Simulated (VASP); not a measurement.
# AlV2C (P6_3/mmc) in VASP: relaxation of shape and atoms at fixed volume with PBE

Aim: the relaxation of shape and atoms at fixed volume of AlV2C with PBE.

Program: VASP 6.6.1. These are calculated values, not measurements. Logs are shortened: lines on timing, memory, paths and dates and some standing lists are left out, and cuts for length are marked.

## 1. The cell of the first run

The structure is hexagonal, space group P6_3/mmc (No. 194). The conventional cell has a = 2.947 Å, b = 2.947 Å, c = 13.297 Å, α = 90.00°, β = 90.00°, γ = 120.00°. Al (site symmetry -6m2) has 6 V at 2.79 Å and 6 Al at 2.95 Å and 6 C at 3.73 Å within 3.8 Å. V (site symmetry 3m) has 3 C at 2.04 Å and 3 Al at 2.79 Å and 9 V at 2.81 to 2.95 Å within 3.0 Å. Within 2.7 Å of C (site symmetry -3m) lie 6 V at 2.04 Å.

## 2. Relaxation of shape and atoms at fixed volume, PBE (12.50 Å³/atom)

INCAR

```
ALGO = Normal ; EDIFF = 1E-6
EDIFFG = -0.01 ; ENCUT = 600
GGA = PE ; IBRION = 2
ISIF = 4 ; ISMEAR = 0
LASPH = T ; LCHARG = F
LREAL = F ; LWAVE = F
NELM = 60 ; NSW = 60
PREC = Accurate ; SIGMA = 0.05
```

KPOINTS

```
k-points
0
Gamma
  14 14 4
```

POSCAR

```
AlV2C
1.0
    2.9471844622      0.0000000000      0.0000000000
   -1.4735922311      2.5523366139      0.0000000000
    0.0000000000      0.0000000000     13.2965033315
Al V C
2 4 2
Direct
    0.3333333333      0.6666666667      0.2500000000
    0.6666666667      0.3333333333      0.7500000000
    0.3333333333      0.6666666667      0.5840583062
    0.6666666667      0.3333333333      0.4159416938
    0.6666666667      0.3333333333      0.0840583062
    0.3333333333      0.6666666667      0.9159416938
    0.0000000000      0.0000000000      0.0000000000
    0.0000000000      0.0000000000      0.5000000000
```

Potentials or basis: VASP PAW PBE potentials, release 64 (Al, V_sv, C).

Command:

```console
cat potpaw_PBE.64/Al/POTCAR potpaw_PBE.64/V_sv/POTCAR potpaw_PBE.64/C/POTCAR > POTCAR
mpirun -np 1 vasp_std > vasp.out
```

OUTCAR:

```text
EDIFF = 1E-6
   EDIFFG = -0.01
   ENCUT = 600
   GGA = PE
   IBRION = 2
   ISIF = 4
   ISMEAR = 0
   LASPH = T
   LREAL = F
   NELM = 60
   NSW = 60
   PREC = Accurate

 ion  position               nearest neighbor table
   1  0.333  0.667  0.250-   4 2.79   5 2.79   4 2.79   5 2.79   4 2.79   5 2.79
   2  0.667  0.333  0.750-   3 2.79   6 2.79   3 2.79   6 2.79   3 2.79   6 2.79
   3  0.333  0.667  0.584-   8 2.04   8 2.04   8 2.04   2 2.79   2 2.79   2 2.79   4 2.81   4 2.81
                             4 2.81
   4  0.667  0.333  0.416-   8 2.04   8 2.04   8 2.04   1 2.79   1 2.79   1 2.79   3 2.81   3 2.81
                             3 2.81
   5  0.667  0.333  0.084-   7 2.04   7 2.04   7 2.04   1 2.79   1 2.79   1 2.79   6 2.81   6 2.81
                             6 2.81
   6  0.333  0.667  0.916-   7 2.04   7 2.04   7 2.04   2 2.79   2 2.79   2 2.79   5 2.81   5 2.81
                             5 2.81
   7  0.000  0.000  0.000-   5 2.04   6 2.04   6 2.04   5 2.04   5 2.04   6 2.04
   8  0.000  0.000  0.500-   3 2.04   4 2.04   3 2.04   4 2.04   4 2.04   3 2.04

  LATTYP: Found a hexagonal cell.
 ALAT       =     2.9471844622
 C/A-ratio  =     4.5115952198

  Lattice vectors:

 A1 = (   2.9471844622,   0.0000000000,   0.0000000000)
 A2 = (  -1.4735922311,   2.5523366139,   0.0000000000)
 A3 = (   0.0000000000,   0.0000000000,  13.2965033315)

Analysis of symmetry for initial positions (statically):
=====================================================================
 Subroutine PRICEL returns:
 Original cell was already a primitive cell.

 Routine SETGRP: Setting up the symmetry group for a
 hexagonal supercell.

 Subroutine GETGRP returns: Found 24 space group operations
 (whereof 12 operations were pure point group operations)
 out of a pool of 24 trial point group operations.

The static configuration has the point symmetry D_3d.
 The point group associated with its full space group is D_6h.

Analysis of symmetry for dynamics (positions and initial velocities):
=====================================================================
 Subroutine PRICEL returns:
 Original cell was already a primitive cell.

 Routine SETGRP: Setting up the symmetry group for a
 hexagonal supercell.

 Subroutine GETGRP returns: Found 24 space group operations
 (whereof 12 operations were pure point group operations)
 out of a pool of 24 trial point group operations.

The dynamic configuration has the point symmetry D_3d.
 The point group associated with its full space group is D_6h.

 Subroutine INISYM returns: Found 24 space group operations
 (whereof 12 operations are pure point group operations),
 and found     1 'primitive' translations

----------------------------------------------------------------------------------------

                                     Primitive cell

  volume of cell :     100.0190

  direct lattice vectors                    reciprocal lattice vectors
     2.947184462  0.000000000  0.000000000     0.339306892  0.195898925  0.000000000
    -1.473592231  2.552336614  0.000000000     0.000000000  0.391797851  0.000000000
     0.000000000  0.000000000 13.296503332     0.000000000  0.000000000  0.075207743

  length of vectors
     2.947184462  2.947184462 13.296503332     0.391797851  0.391797851  0.075207743

  position of ions in fractional coordinates (direct lattice)
     0.333333333  0.666666667  0.250000000
     0.666666667  0.333333333  0.750000000
     0.333333333  0.666666667  0.584058306
     0.666666667  0.333333333  0.415941694
     0.666666667  0.333333333  0.084058306
     0.333333333  0.666666667  0.915941694
     0.000000000  0.000000000  0.000000000
     0.000000000  0.000000000  0.500000000

  ion indices of the primitive-cell ions
   primitive index   ion index
                 1           1
                 2           2
                 3           3
                 4           4
                 5           5
                 6           6
                 7           7
                 8           8

----------------------------------------------------------------------------------------

 KPOINTS: k-points

Automatic generation of k-mesh.
 Grid dimensions read from file:
 generate k-points for:   14   14    4

 Generating k-lattice:

  Cartesian coordinates                     Fractional coordinates (reciprocal lattice)
     0.024236207  0.013992780  0.000000000     0.071428571  0.000000000  0.000000000
     0.000000000  0.027985561  0.000000000     0.000000000  0.071428571  0.000000000
[... 50 lines left out ...]
   ISTART =      0    job   : 0-new  1-cont  2-samecut
   ICHARG =      2    charge: 1-file 2-atom 10-const
   ISPIN  =      1    spin polarized calculation?
   LNONCOLLINEAR =      F non collinear calculations
   LSORBIT =      F    spin-orbit coupling
   LASPH  =      T    aspherical Exc in radial PAW
   ENCUT  =  600.0 eV  44.10 Ry    6.64 a.u.   5.89  5.89 26.56*2*pi/ulx,y,z
   NELM   =     60;   NELMIN=  2; NELMDL= -5     # of ELM steps
   EDIFF  = 0.1E-05   stopping-criterion for ELM
   LREAL  =      F    real-space projection
   EDIFFG = -.1E-01   stopping-criterion for IOM
   NSW    =     60    number of steps for IOM
   IBRION =      2    ionic relax: 0-MD 1-quasi-New 2-CG
   NFREE  =      1    steps in history (QN), initial steepest desc. (CG)
   ISIF   =      4    stress and relaxation
   ISYM   =      2    0-nonsym 1-usesym 2-fastsym
   POTIM  = 0.5000    time-step for ionic-motion
   TEBEG  =    0.0;   TEEND  =   0.0 temperature during run
   PSTRESS=    0.0 pullay stress
   NELECT =      66.0000    total number of electrons
   NUPDOWN=      -1.0000    fix difference up-down
   EMIN   =  10.00;   EMAX   =-10.00  energy-range for DOS
   EFERMI =   0.00;   METHOD = LEGACY
   ISMEAR =     0;   SIGMA  =   0.05  broadening in eV -4-tet -1-fermi 0-gaus
   EFERMI_NEDOS =   21; number of points for ismear=-14 and -15
   IALGO  =     38    algorithm
   IMIX   =      4    mixing-type and parameters
     AMIX     =   0.40;   BMIX     =  1.00
     AMIX_MAG =   1.60;   BMIX_MAG =  1.00
  volume/ion in A,a.u.               =      12.50        84.37
  Fermi-wavevector in a.u.,A,eV,Ry     =   1.425264  2.693358 27.638558  2.031377
  Thomas-Fermi vector in A             =   2.545667
   LORBIT       =      0    0 simple, 1 ext, 2 COOP (PROOUT), +10 PAW based schemes
   GGA     = PE    functional components
   LHFCALC =     F    Hartree Fock is set to
   AEXX    =    0.0000 exact exchange contribution
   IVDW    =     0    specifies the selected vdW correction
   LEPSILON=     F    determine dielectric tensor
   LRPA    =     F    only Hartree local field effects (RPA)
 conjugate gradient relaxation of ions
 non-spin polarized calculation
 Gauss-broadening in eV      SIGMA  =   0.05
  energy-cutoff  :      600.00
  volume of cell :      100.02
 maximum number of plane-waves:      3360
 NGX is ok and might be reduce to    24
   NGX = 11   NGY = 11   NGZ = 53

--------------------------------------- Ionic step        1  -------------------------------------------

 number of electron      65.9999985 magnetization

 Free energy of the ion-electron system (eV)
  ---------------------------------------------------
  ext. energy  EPLUGINS =         0.00000000
  ---------------------------------------------------
  free energy    TOTEN  =       -66.03747180 eV

  energy without entropy =      -66.03063449  energy(sigma->0) =      -66.03405315

------------------------ aborting loop because EDIFF is reached ----------------------------------------

  FORCE on cell =-STRESS in cart. coord.  units (eV):
  Direction    XX          YY          ZZ          XY          YZ          ZX
  --------------------------------------------------------------------------------------
  -------------------------------------------------------------------------------------
  Total       -4.0210041     -4.0210041     -4.1049796      0.0000000      0.0000000      0.0000000
  in kB      -64.4113474    -64.4113474    -65.7565266      0.0000000      0.0000000      0.0000000
  external PRESSURE =     -64.8597405 kB  Pullay stress =       0.0000000 kB

 VOLUME and BASIS-vectors are now :
 -----------------------------------------------------------------------------
  energy-cutoff  :      600.00
  volume of cell :      100.02
      direct lattice vectors                 reciprocal lattice vectors
     2.947184462  0.000000000  0.000000000     0.339306892  0.195898925  0.000000000
    -1.473592231  2.552336614  0.000000000     0.000000000  0.391797851  0.000000000
     0.000000000  0.000000000 13.296503332     0.000000000  0.000000000  0.075207743

 POSITION                                       TOTAL-FORCE (eV/Angst)
 -----------------------------------------------------------------------------------
     -0.00000      1.70156      3.32413         0.000000      0.000000      0.000000
      1.47359      0.85078      9.97238         0.000000     -0.000000      0.000000
     -0.00000      1.70156      7.76593         0.000000      0.000000     -0.151602
      1.47359      0.85078      5.53057        -0.000000     -0.000000      0.151602
      1.47359      0.85078      1.11768         0.000000     -0.000000     -0.151602
     -0.00000      1.70156     12.17882        -0.000000      0.000000      0.151602
      0.00000      0.00000      0.00000         0.000000     -0.000000      0.000000
      0.00000      0.00000      6.64825         0.000000     -0.000000      0.000000
 -----------------------------------------------------------------------------------
    total drift:                               -0.000000      0.000000     -0.000000

  FREE ENERGIE OF THE ION-ELECTRON SYSTEM (eV)
  ---------------------------------------------------
  free  energy   TOTEN  =       -66.0374718042 eV

  energy  without entropy=      -66.0306344935  energy(sigma->0) =      -66.03405315

--------------------------------------- Ionic step        2  -------------------------------------------

 number of electron      65.9999988 magnetization

 Free energy of the ion-electron system (eV)
  ---------------------------------------------------
  ext. energy  EPLUGINS =         0.00000000
  ---------------------------------------------------
  free energy    TOTEN  =       -66.03959183 eV

  energy without entropy =      -66.03387959  energy(sigma->0) =      -66.03673571

 E-fermi :   8.9998     XC(G=0): -11.9423

 val. band max:        8.9904343542   @ k =   0.2143   0.0714   0.5000
 cond. band min:       9.0016374923   @ k =   0.2857   0.1429   0.5000
 fundamental gap:      0.0112031380
 Fermi energy:         8.9997587624

 k-point     1 :       0.0000    0.0000    0.0000
  band No.  band energies     occupation
      1     -55.4430      2.00000
      2     -55.4429      2.00000
      3     -55.3839      2.00000
      4     -55.3839      2.00000
      5     -29.4664      2.00000
      6     -29.4650      2.00000
[... 997 lines left out ...]
     38      10.2575      0.00000
     39      10.4531      0.00000

 [... further k-points ...]

------------------------ aborting loop because EDIFF is reached ----------------------------------------

  FORCE on cell =-STRESS in cart. coord.  units (eV):
  Direction    XX          YY          ZZ          XY          YZ          ZX
  --------------------------------------------------------------------------------------
  -------------------------------------------------------------------------------------
  Total       -3.7413701     -3.7413701     -3.6911238     -0.0000000      0.0000000      0.0000000
  in kB      -59.9319675    -59.9319675    -59.1270861     -0.0000000      0.0000000      0.0000000
  external PRESSURE =     -59.6636737 kB  Pullay stress =       0.0000000 kB

 VOLUME and BASIS-vectors are now :
 -----------------------------------------------------------------------------
  energy-cutoff  :      600.00
  volume of cell :      100.02
      direct lattice vectors                 reciprocal lattice vectors
     2.947682031  0.000000000  0.000000000     0.339249617  0.195865858 -0.000000000
    -1.473841015  2.552767521 -0.000000000    -0.000000000  0.391731715  0.000000000
     0.000000000  0.000000000 13.292014813    -0.000000000  0.000000000  0.075233139

 POSITION                                       TOTAL-FORCE (eV/Angst)
 -----------------------------------------------------------------------------------
     -0.00000      1.70185      3.32300         0.000000      0.000000     -0.000000
      1.47384      0.85092      9.96901        -0.000000     -0.000000     -0.000000
     -0.00000      1.70185      7.75600         0.000000     -0.000000      0.009707
      1.47384      0.85092      5.53601        -0.000000      0.000000     -0.009707
      1.47384      0.85092      1.10999         0.000000      0.000000      0.009707
     -0.00000      1.70185     12.18202        -0.000000     -0.000000     -0.009707
     -1.47384      2.55277     -0.00000         0.000000     -0.000000     -0.000000
     -1.47384      2.55277      6.64601         0.000000     -0.000000     -0.000000
 -----------------------------------------------------------------------------------
    total drift:                               -0.000000      0.000000     -0.000000

  FREE ENERGIE OF THE ION-ELECTRON SYSTEM (eV)
  ---------------------------------------------------
  free  energy   TOTEN  =       -66.0395918319 eV

  energy  without entropy=      -66.0338795904  energy(sigma->0) =      -66.03673571

 reached required accuracy - stopping structural energy minimisation
```

Run time: 4.2 min. Hardware: 1 thread of Intel Xeon 6975P-C (Granite Rapids), shared host; peak memory 0.44 GiB.

What came out:

| Property | Result |
| --- | --- |
| Free energy | -66.0396 eV |
| Energy gained by relaxing | 0.3 meV/atom |
| Ionic steps | 2 |
| Pressure after relaxing | -6.0 GPa |
| Largest force after relaxing | 0.010 eV/Å |
| Band gap on the k mesh | zero (bands 33 and 34 overlap by 1.46 eV) |

Forces in eV/Å, atoms in the order of the input:
```
Al   0.000  0.000  0.000
Al   0.000  0.000  0.000
V    0.000  0.000  0.010
V    0.000  0.000 -0.010
V    0.000  0.000  0.010
V    0.000  0.000 -0.010
C    0.000  0.000  0.000
C    0.000  0.000  0.000
```

Stress tensor (GPa, compression positive):
```
-5.99  0.00  0.00
 0.00 -5.99  0.00
 0.00  0.00 -5.91
```

The path:
| step | energy change (eV) | largest force (eV/Å) | pressure (GPa) | volume (Å³) |
| --- | --- | --- | --- | --- |
| 1 | 0.0000 | 0.1516 | -6.49 | 100.02 |
| 2 | -0.0021 | 0.0097 | -5.97 | 100.02 |

Final structure:
```yaml
crystal:
  lattice:
    - [2.94768, 0.00000, 0.00000]
    - [-1.47384, 2.55277, 0.00000]
    - [0.00000, 0.00000, 13.29201]
  atoms:
    - { symbol: Al, position: [0.33333, 0.66667, 0.25000] }
    - { symbol: Al, position: [0.66667, 0.33333, 0.75000] }
    - { symbol: V, position: [0.33333, 0.66667, 0.58351] }
    - { symbol: V, position: [0.66667, 0.33333, 0.41649] }
    - { symbol: V, position: [0.66667, 0.33333, 0.08351] }
    - { symbol: V, position: [0.33333, 0.66667, 0.91649] }
    - { symbol: C, position: [0.00000, 0.00000, 0.00000] }
    - { symbol: C, position: [0.00000, 0.00000, 0.50000] }
```

Levels at points of the mesh, in eV from the Fermi level:
| k point | band 29 | band 30 | band 31 | band 32 | band 33 | band 34 | band 35 | band 36 | band 37 | band 38 |
| --- | --- | --- | --- | --- | --- | --- | --- | --- | --- | --- |
| (0.00, 0.00, 0.00) | -0.70 | -0.48 | -0.30 | -0.30 | -0.29 | -0.29 | 0.53 | 0.53 | 0.57 | 0.57 |
| (0.50, 0.00, 0.00) | -2.36 | -2.32 | -1.49 | -1.47 | 0.67 | 1.02 | 1.02 | 1.15 | 1.58 | 1.60 |
| (0.00, 0.00, 0.50) | -0.57 | -0.57 | -0.30 | -0.30 | -0.30 | -0.30 | 0.55 | 0.55 | 0.55 | 0.55 |
| (0.50, 0.00, 0.50) | -2.32 | -2.32 | -1.48 | -1.48 | 0.86 | 0.86 | 1.08 | 1.08 | 1.59 | 1.59 |
